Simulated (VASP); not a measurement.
# SiC (R3m) in VASP: a series of runs

Runs on SiC. Level: PBEsol. Tasks: single point.

Everything below comes from runs of VASP 6.6.1. Logs are shortened: lines on timing, memory, paths and dates and some standing lists are left out, and cuts for length are marked.

### 1 The cell of the first run

It takes space group R3m (No. 160, trigonal). Conventional cell: a = 3.087 Å, b = 3.087 Å, c = 8.193 Å, α = 90.00°, β = 90.00°, γ = 120.00°. Si (site symmetry 3m) has 4 C at 1.91 to 2.05 Å within 2.5 Å. C (site symmetry 3m) has 4 Si at 1.91 to 2.05 Å within 2.5 Å.

### 2 Single point, PBEsol

INCAR reads:

```
ALGO = Normal ; EDIFF = 1E-6
ENCUT = 520 ; GGA = PS
ISIF = 2 ; ISMEAR = 0
LASPH = True ; LCHARG = False
LREAL = False ; LWAVE = False
NBANDS = 11 ; NELM = 60
PREC = Accurate ; SIGMA = 0.05
```

KPOINTS reads:

```
k-points
0
Gamma
  12 12 12
```

POSCAR reads:

```
SiC
1.0
    0.0000000000      2.1827599380      2.1827599380
    2.1827599380      0.0000000000      2.1827599380
    2.3042669079      2.3042669079     -0.1215069699
Si C
1 1
Direct
    0.0000000000      0.0000000000      0.0000000000
    0.7500000000      0.7500000000      0.7500000000
```

Potentials or basis: VASP PAW PBE potentials, release 64 (Si, C).

The run is started by

```bash
$ cat potpaw_PBE.64/Si/POTCAR potpaw_PBE.64/C/POTCAR > POTCAR
$ mpirun -np 1 vasp_std > vasp.out
```

OUTCAR:

```text
EDIFF = 1E-6
   ENCUT = 520
   GGA = PS
   ISIF = 2
   ISMEAR = 0
   LASPH = True
   LREAL = False
   NELM = 60
   PREC = Accurate

 ion  position               nearest neighbor table
   1  0.000  0.000  0.000-   2 1.91   2 1.91   2 1.91   2 2.05
   2  0.750  0.750  0.750-   1 1.91   1 1.91   1 1.91   1 2.05

  LATTYP: Found a trigonal (rhomboedric) cell.
 ALAT       =     3.2609900198
 COS(alpha) =     0.5519638991

  Lattice vectors:

 A1 = (   2.3042669079,   0.1215069699,  -2.3042669079)
 A2 = (   0.1215069699,   2.3042669079,  -2.3042669079)
 A3 = (   2.3042669079,   2.3042669079,  -0.1215069699)

Analysis of symmetry for initial positions (statically):
=====================================================================
 Subroutine PRICEL returns:
 Original cell was already a primitive cell.

 Routine SETGRP: Setting up the symmetry group for a
 trigonal (rhombohedral) supercell.

 Subroutine GETGRP returns: Found  6 space group operations
 (whereof  6 operations were pure point group operations)
 out of a pool of 12 trial point group operations.

The static configuration has the point symmetry C_3v.

Analysis of symmetry for dynamics (positions and initial velocities):
=====================================================================
 Subroutine PRICEL returns:
 Original cell was already a primitive cell.

 Routine SETGRP: Setting up the symmetry group for a
 trigonal (rhombohedral) supercell.

 Subroutine GETGRP returns: Found  6 space group operations
 (whereof  6 operations were pure point group operations)
 out of a pool of 12 trial point group operations.

The dynamic configuration has the point symmetry C_3v.

 Subroutine INISYM returns: Found  6 space group operations
 (whereof  6 operations are pure point group operations),
 and found     1 'primitive' translations

----------------------------------------------------------------------------------------

                                     Primitive cell

  volume of cell :      22.5360

  direct lattice vectors                    reciprocal lattice vectors
     0.000000000  2.182759938  2.182759938    -0.223183417  0.234952167  0.223183417
     2.182759938  0.000000000  2.182759938     0.234952167 -0.223183417  0.223183417
     2.304266908  2.304266908 -0.121506970     0.211414668  0.211414668 -0.211414668

  length of vectors
     3.086888708  3.086888708  3.260990020     0.393477060  0.393477060  0.366180946

  position of ions in fractional coordinates (direct lattice)
     0.000000000  0.000000000  0.000000000
     0.750000000  0.750000000  0.750000000

  ion indices of the primitive-cell ions
   primitive index   ion index
                 1           1
                 2           2

----------------------------------------------------------------------------------------

 KPOINTS: k-points

Automatic generation of k-mesh.
 Grid dimensions read from file:
 generate k-points for:   12   12   12

 Generating k-lattice:

  Cartesian coordinates                     Fractional coordinates (reciprocal lattice)
    -0.018598618  0.019579347  0.018598618     0.083333333  0.000000000 -0.000000000
     0.019579347 -0.018598618  0.018598618     0.000000000  0.083333333 -0.000000000
     0.017617889  0.017617889 -0.017617889     0.000000000  0.000000000  0.083333333

  Length of vectors
     0.032789755  0.032789755  0.030515079

  Shift w.r.t. Gamma in fractional coordinates (k-lattice)
     0.000000000  0.000000000  0.000000000

 Subroutine IBZKPT returns following result:
 ===========================================

 Found    189 irreducible k-points:

 Following reciprocal coordinates:
            Coordinates               Weight
  0.000000  0.000000  0.000000      1.000000
  0.083333  0.000000 -0.000000      6.000000
  0.166667  0.000000  0.000000      6.000000
  0.250000  0.000000 -0.000000      6.000000
  0.333333  0.000000 -0.000000      6.000000
  0.416667  0.000000 -0.000000      6.000000
[... 16 lines left out ...]
  0.500000  0.166667  0.000000     12.000000
 -0.416667  0.166667 -0.000000     12.000000
 [... further k-points ...]
   k-points           NKPTS =    189   k-points in BZ     NKDIM =    189   number of bands    NBANDS=     11
   number of dos      NEDOS =    301   number of ions     NIONS =      2
   total plane-waves  NPLWV =  13824
   dimension x,y,z NGX =    24 NGY =   24 NGZ =   24
   dimension x,y,z NGXF=    48 NGYF=   48 NGZF=   48
   ions per type =               1   1
   NGX,Y,Z   is equivalent  to a cutoff of  12.93, 12.93, 12.24 a.u.
   NGXF,Y,Z  is equivalent  to a cutoff of  25.85, 25.85, 24.47 a.u.
 SYSTEM =  unknown system
   PREC   = accura    normal or accurate (medium, high low for compatibility)
   ISTART =      0    job   : 0-new  1-cont  2-samecut
   ICHARG =      2    charge: 1-file 2-atom 10-const
   ISPIN  =      1    spin polarized calculation?
   LNONCOLLINEAR =      F non collinear calculations
   LSORBIT =      F    spin-orbit coupling
   LASPH  =      T    aspherical Exc in radial PAW
   ENCUT  =  520.0 eV  38.22 Ry    6.18 a.u.   5.74  5.74  6.06*2*pi/ulx,y,z
   NELM   =     60;   NELMIN=  2; NELMDL= -5     # of ELM steps
   EDIFF  = 0.1E-05   stopping-criterion for ELM
   LREAL  =      F    real-space projection
   EDIFFG = 0.1E-04   stopping-criterion for IOM
   NSW    =      0    number of steps for IOM
   IBRION =     -1    ionic relax: 0-MD 1-quasi-New 2-CG
   NFREE  =      0    steps in history (QN), initial steepest desc. (CG)
   ISIF   =      2    stress and relaxation
   ISYM   =      2    0-nonsym 1-usesym 2-fastsym
   POTIM  = 0.5000    time-step for ionic-motion
   TEBEG  =    0.0;   TEEND  =   0.0 temperature during run
   PSTRESS=    0.0 pullay stress
   NELECT =       8.0000    total number of electrons
   NUPDOWN=      -1.0000    fix difference up-down
   EMIN   =  10.00;   EMAX   =-10.00  energy-range for DOS
   EFERMI =   0.00;   METHOD = LEGACY
   ISMEAR =     0;   SIGMA  =   0.05  broadening in eV -4-tet -1-fermi 0-gaus
   EFERMI_NEDOS =   21; number of points for ismear=-14 and -15
   IALGO  =     38    algorithm
   IMIX   =      4    mixing-type and parameters
     AMIX     =   0.40;   BMIX     =  1.00
     AMIX_MAG =   1.60;   BMIX_MAG =  1.00
  volume/ion in A,a.u.               =      11.27        76.04
  Fermi-wavevector in a.u.,A,eV,Ry     =   1.159167  2.190507 18.281704  1.343667
  Thomas-Fermi vector in A             =   2.295762
   LORBIT       =      0    0 simple, 1 ext, 2 COOP (PROOUT), +10 PAW based schemes
   GGA     = PS    functional components
   LHFCALC =     F    Hartree Fock is set to
   AEXX    =    0.0000 exact exchange contribution
   IVDW    =     0    specifies the selected vdW correction
   LEPSILON=     F    determine dielectric tensor
   LRPA    =     F    only Hartree local field effects (RPA)
 non-spin polarized calculation
 Gauss-broadening in eV      SIGMA  =   0.05
  energy-cutoff  :      520.00
  volume of cell :       22.54
 maximum number of plane-waves:       620
   NGX = 11   NGY = 11   NGZ = 13

 number of electron       8.0000001 magnetization

 Free energy of the ion-electron system (eV)
  ---------------------------------------------------
  ext. energy  EPLUGINS =         0.00000000
  ---------------------------------------------------
  free energy    TOTEN  =       -15.69305956 eV

  energy without entropy =      -15.69305956  energy(sigma->0) =      -15.69305956

 E-fermi :   7.4860     XC(G=0): -11.1389

 val. band max:        7.2759073071   @ k =   0.0000   0.0000   0.0000
 cond. band min:       8.3344910876   @ k =   0.5000   0.5000   0.0000
 fundamental gap:      1.0585837805
 Fermi energy:         7.4859874648

 k-point     1 :       0.0000    0.0000    0.0000
  band No.  band energies     occupation
      1      -7.6637      2.00000
      2       6.7958      2.00000
      3       7.2759      2.00000
      4       7.2759      2.00000
      5      11.1547      0.00000
      6      13.9649      0.00000
      7      14.3995      0.00000
      8      14.3995      0.00000
      9      21.1548      0.00000
     10      21.1548      0.00000
     11      22.1168      0.00000

 k-point     2 :       0.0833    0.0000   -0.0000
  band No.  band energies     occupation
      1      -7.5308      2.00000
      2       6.4652      2.00000
      3       6.8225      2.00000
      4       7.1606      2.00000
      5      11.3670      0.00000
      6      14.1186      0.00000
      7      14.5146      0.00000
      8      14.5764      0.00000
      9      20.1389      0.00000
     10      20.5287      0.00000
     11      22.4691      0.00000

 k-point     3 :       0.1667    0.0000    0.0000
  band No.  band energies     occupation
      1      -7.1359      2.00000
      2       4.9630      2.00000
      3       6.5391      2.00000
      4       6.8767      2.00000
      5      11.6641      0.00000
      6      13.9556      0.00000
      7      14.9028      0.00000
      8      15.3348      0.00000
      9      19.1148      0.00000
     10      19.9185      0.00000
     11      21.9399      0.00000

 k-point     4 :       0.2500    0.0000   -0.0000
  band No.  band energies     occupation
      1      -6.4934      2.00000
      2       3.1275      2.00000
      3       6.2895      2.00000
      4       6.5441      2.00000
      5      11.6762      0.00000
      6      13.8717      0.00000
      7      14.9549      0.00000
      8      16.0267      0.00000
      9      19.0040      0.00000
     10      20.2356      0.00000
     11      21.4193      0.00000
[... 239 lines left out ...]
 k-point    22 :       0.4167    0.1667    0.0000
  band No.  band energies     occupation
      1      -4.9584      2.00000
      2       1.0965      2.00000
      3       4.7463      2.00000
      4       5.1070      2.00000
      5      11.1859      0.00000
      6      14.2393      0.00000
      7      15.6271      0.00000
      8      16.5468      0.00000
      9      19.6188      0.00000
     10      23.0351      0.00000
     11      24.4057      0.00000

 k-point    23 :       0.5000    0.1667    0.0000
  band No.  band energies     occupation
      1      -4.0844      2.00000
      2      -0.2095      2.00000
      3       4.3241      2.00000
      4       5.2177      2.00000
      5      11.2171      0.00000
      6      13.9347      0.00000
      7      15.2947      0.00000
      8      17.4799      0.00000
      9      20.3200      0.00000
     10      23.1998      0.00000
     11      24.4723      0.00000

 k-point    24 :      -0.4167    0.1667   -0.0000
  band No.  band energies     occupation
      1      -3.8453      2.00000
      2      -0.5293      2.00000
      3       4.0741      2.00000
      4       5.4878      2.00000
      5      11.4875      0.00000
      6      13.6596      0.00000
      7      15.0297      0.00000
      8      17.5180      0.00000
      9      20.9678      0.00000
     10      21.9291      0.00000
     11      24.5690      0.00000

 [... further k-points ...]

------------------------ aborting loop because EDIFF is reached ----------------------------------------

  FORCE on cell =-STRESS in cart. coord.  units (eV):
  Direction    XX          YY          ZZ          XY          YZ          ZX
  --------------------------------------------------------------------------------------
  -------------------------------------------------------------------------------------
  Total       -2.0042295     -2.0042295     -2.0042295     -1.5369477      1.5369477      1.5369477
  in kB     -142.4889548   -142.4889548   -142.4889548   -109.2679583    109.2679583    109.2679583
  external PRESSURE =    -142.4889548 kB  Pullay stress =       0.0000000 kB

 VOLUME and BASIS-vectors are now :
 -----------------------------------------------------------------------------
  energy-cutoff  :      520.00
  volume of cell :       22.54
      direct lattice vectors                 reciprocal lattice vectors
     0.000000000  2.182759938  2.182759938    -0.223183417  0.234952167  0.223183417
     2.182759938  0.000000000  2.182759938     0.234952167 -0.223183417  0.223183417
     2.304266908  2.304266908 -0.121506970     0.211414668  0.211414668 -0.211414668

 POSITION                                       TOTAL-FORCE (eV/Angst)
 -----------------------------------------------------------------------------------
      0.00000      0.00000      0.00000         0.087498      0.087498     -0.087498
      3.36527      3.36527      3.18301        -0.087498     -0.087498      0.087498
 -----------------------------------------------------------------------------------
    total drift:                                0.000015      0.000015     -0.000015

  FREE ENERGIE OF THE ION-ELECTRON SYSTEM (eV)
  ---------------------------------------------------
  free  energy   TOTEN  =       -15.6930595610 eV

  energy  without entropy=      -15.6930595610  energy(sigma->0) =      -15.69305956
```

Run time: 53 s. Hardware: 1 thread of Intel Xeon 6975P-C, shared host; peak memory 0.17 GiB.

Results:

```
Free energy            : -15.6931 eV
Pressure               : -14.2 GPa
Largest force          : 0.152 eV/Å
Band gap on the k mesh : 1.06 eV, indirect (least direct gap 3.87 eV)
```

Forces in eV/Å, atoms in the order of the input:
```
Si   0.087  0.087 -0.087
C   -0.087 -0.087  0.087
```

Stress tensor (GPa, compression positive):
```
-14.25 -10.93  10.93
-10.93 -14.25  10.93
 10.93  10.93 -14.25
```

Caveat: the PAW data sets were made with another functional, which shifts forces and pressure a little. A k mesh can miss the band edges.

### 3 Single point, PBEsol

This run uses another cell than the first one, of 10.34 Å³/atom, 0.917 times its volume.

INCAR reads:

```
PREC = Accurate ; ENCUT = 520
EDIFF = 1E-6 ; ISMEAR = 0
SIGMA = 0.05 ; LREAL = F
LASPH = T ; NELM = 100
ALGO = Normal ; ISIF = 2
LWAVE = F ; LCHARG = T
GGA = PS ; LELF = T
LVHAR = T ; NBANDS = 11
```

KPOINTS reads:

```
Automatic mesh
0
Gamma
  12 12 12
```

POSCAR reads:

```
SiC
1.0
    0.0000000000      2.2373605634      2.2373605634
    2.2373605634      0.0000000000      2.2373605634
    2.1225093879      2.1225093879      0.1148511756
Si C
1 1
Direct
    0.0000000000      0.0000000000      0.0000000000
    0.7500000000      0.7500000000      0.7500000000
```

Potentials or basis: VASP PAW PBE potentials, release 64 (Si, C).

The run is started by

```bash
$ cat potpaw_PBE.64/Si/POTCAR potpaw_PBE.64/C/POTCAR > POTCAR
$ mpirun -np 1 vasp_std > vasp.out
```

OUTCAR:

```text
PREC = Accurate
   ENCUT = 520
   EDIFF = 1E-6
   ISMEAR = 0
   LREAL = F
   LASPH = T
   NELM = 100
   ISIF = 2
   GGA = PS

 ion  position               nearest neighbor table
   1  0.000  0.000  0.000-   2 1.79   2 1.92   2 1.92   2 1.92
   2  0.750  0.750  0.750-   1 1.79   1 1.92   1 1.92   1 1.92

  LATTYP: Found a trigonal (rhomboedric) cell.
 ALAT       =     3.0038779928
 COS(alpha) =     0.4452371390

  Lattice vectors:

 A1 = (   2.1225093879,  -0.1148511755,  -2.1225093878)
 A2 = (  -0.1148511755,   2.1225093879,  -2.1225093878)
[... 512 lines left out ...]
      6      15.6985      0.00000
      7      17.1759      0.00000
      8      18.8822      0.00000
      9      21.9866      0.00000
     10      24.0686      0.00000
     11      26.1180      0.00000

 [... further k-points ...]
[... 5 lines left out ...]
  --------------------------------------------------------------------------------------
  -------------------------------------------------------------------------------------
  Total        0.3146476      0.3146476      0.3146476      2.0154740     -2.0154740     -2.0154740
  in kB       24.3834620     24.3834620     24.3834619    156.1881708   -156.1881708   -156.1881708
  external PRESSURE =      24.3834619 kB  Pullay stress =       0.0000000 kB

 VOLUME and BASIS-vectors are now :
 -----------------------------------------------------------------------------
  energy-cutoff  :      520.00
  volume of cell :       20.67
      direct lattice vectors                 reciprocal lattice vectors
     0.000000000  2.237360563  2.237360563    -0.229692051  0.217263177  0.229692051
     2.237360563  0.000000000  2.237360563     0.217263177 -0.229692051  0.229692051
     2.122509388  2.122509388  0.114851176     0.242120925  0.242120925 -0.242120925

 POSITION                                       TOTAL-FORCE (eV/Angst)
 -----------------------------------------------------------------------------------
      0.00000      0.00000      0.00000        -0.668734     -0.668734      0.668734
      3.26990      3.26990      3.44218         0.668734      0.668734     -0.668734
 -----------------------------------------------------------------------------------
    total drift:                               -0.000007     -0.000007      0.000007

  FREE ENERGIE OF THE ION-ELECTRON SYSTEM (eV)
  ---------------------------------------------------
  free  energy   TOTEN  =       -15.7570248667 eV

  energy  without entropy=      -15.7570248667  energy(sigma->0) =      -15.75702487
```

Run time: 20 s. Hardware: 1 thread of Intel Xeon 6975P-C, shared host; peak memory 0.16 GiB.

Results:

```
Free energy            : -15.7570 eV
Pressure               : 2.4 GPa
Largest force          : 1.158 eV/Å
Band gap on the k mesh : 0.90 eV, indirect (least direct gap 3.86 eV)
```

Forces on the atoms (eV/Å):
```
Si  -0.669 -0.669  0.669
C    0.669  0.669 -0.669
```

Stress tensor (GPa, compression positive):
```
  2.44  15.62 -15.62
 15.62   2.44 -15.62
-15.62 -15.62   2.44
```

Caveat: the PAW data sets were made with another functional, which shifts forces and pressure a little. A k mesh can miss the band edges.

### 4 Single point, PBEsol

This run uses another cell than the first one, of 10.34 Å³/atom, 0.917 times its volume.

INCAR reads:

```
  PREC = Accurate
  ENCUT = 520
  EDIFF = 1E-7
  ISMEAR = 0
  SIGMA = 0.05
  LREAL = False
  LASPH = True
  NELM = 80
  ALGO = Normal
  ISIF = 2
  LWAVE = False
  LCHARG = False
  GGA = PS
  NBANDS = 11
```

KPOINTS reads:

```
regular mesh
0
Gamma
  12 12 12
```

POSCAR reads:

```
SiC
1.0
    0.0000000000      2.1209327939      2.1209327939
    2.1209327939      0.0000000000      2.1209327939
    2.2389980528      2.2389980528     -0.1180652589
Si C
1 1
Direct
    0.0000000000      0.0000000000      0.0000000000
    0.7500000000      0.7500000000      0.7500000000
```

The run is started by

```bash
$ cat potpaw_PBE.64/Si/POTCAR potpaw_PBE.64/C/POTCAR > POTCAR
$ mpirun -np 1 vasp_std > vasp.out
```

Wall time 20 s (1 thread of Intel Xeon 6975P-C, shared host); peak memory 0.16 GiB.

The run converged. Its results:

```yaml
Free_energy: -15.7693 eV
Pressure: 2.2 GPa
Largest_force: 0.504 eV/Å
Band_gap_on_the_k_mesh: 0.95 eV, indirect (least direct gap 3.93 eV)
```

Forces on the atoms (eV/Å):
```
Si   0.291  0.291 -0.291
C   -0.291 -0.291  0.291
```

Stress tensor (GPa, compression positive):
```
  2.24 -13.81  13.81
-13.81   2.24  13.81
 13.81  13.81   2.24
```

Levels at points of the mesh, in eV from the valence-band top:
```csv
k point,band 1,band 2,band 3,band 4,band 5,band 6,band 7,band 8
"(0.00, 0.00, 0.00)",-15.63,-0.57,0.00,0.00,4.50,7.48,7.71,7.71
"(0.50, 0.00, 0.00)",-11.81,-8.74,-1.42,-1.31,4.63,6.33,7.36,9.65
"(0.50, 0.50, 0.00)",-10.57,-8.01,-3.75,-2.97,0.95,4.18,13.15,13.59
"(0.00, 0.00, 0.50)",-12.65,-8.89,-0.78,-0.78,6.38,7.65,7.65,10.01
```

Caveat: the PAW data sets were made with another functional, which shifts forces and pressure a little.

### 5 Overview

```tsv
cell	gap on the mesh (eV)	pressure (GPa)	largest force (eV/Å)
a = 3.087, b = 3.087, c = 3.261 Å, angles 61.8, 61.8, 60.0°, 2 atoms	1.06	-14.2	0.15
a = 3.164, b = 3.164, c = 3.004 Å, angles 58.2, 58.2, 60.0°, 2 atoms	0.90	2.4	1.16
a = 2.999, b = 2.999, c = 3.169 Å, angles 61.8, 61.8, 60.0°, 2 atoms	0.95	2.2	0.50
```

Alike in all rows: task single point; level PBEsol; potentials or basis VASP PAW PBE potentials, release 64 (Si, C); no spin polarisation; k mesh 12 × 12 × 12; cutoff (eV) 520; smearing gaussian 0.05 eV.

Caveats: the PAW data sets were made with another functional, which shifts forces and pressure a little.

Total energies depend on the potentials used, so only differences within one code and one set of settings carry meaning.
